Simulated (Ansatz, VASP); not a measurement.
One calculation of TiAl, two programs

```xyz
2
Lattice="2.6799 0.0000 0.0000 -1.3400 2.3209 0.0000 0.0000 0.0000 5.2170" Properties=species:S:1:pos:R:3 pbc="T T T"
Ti    0.0000    0.0000    0.0000
Al    0.0000    1.5472    2.6085
```

Alike in both runs: task single point; functional PBEsol; k mesh 24 × 24 × 14; occupations gaussian, width 0.15 eV; no spin polarisation.

|  | VASP | Ansatz |
| --- | --- | --- |
| version | VASP 6.6.1 | Ansatz 0.2.0 |
| potentials or method | VASP PAW PBE potentials, release 64 (Ti_sv, Al), cutoff 500 eV | scalar-relativistic, plane waves, PAW |
| valence electrons in the cell | 15 | 15 |

|  | VASP | Ansatz | Ansatz less VASP |
| --- | --- | --- | --- |
| gap on the k mesh at the Fermi level (eV) | none | none | - |
| pressure (GPa) | 1.6 | 1.6 | +0.03 |
| traceless stress, the component that is largest in VASP (GPa) | -21.86 | -21.94 | -0.083 |

VASP's potentials were made for PBE, not for PBEsol. A gap of «none» marks a metal or a gap that the smearing closes. With one functional, cell and mesh, what is left measures potentials, basis and numerics.
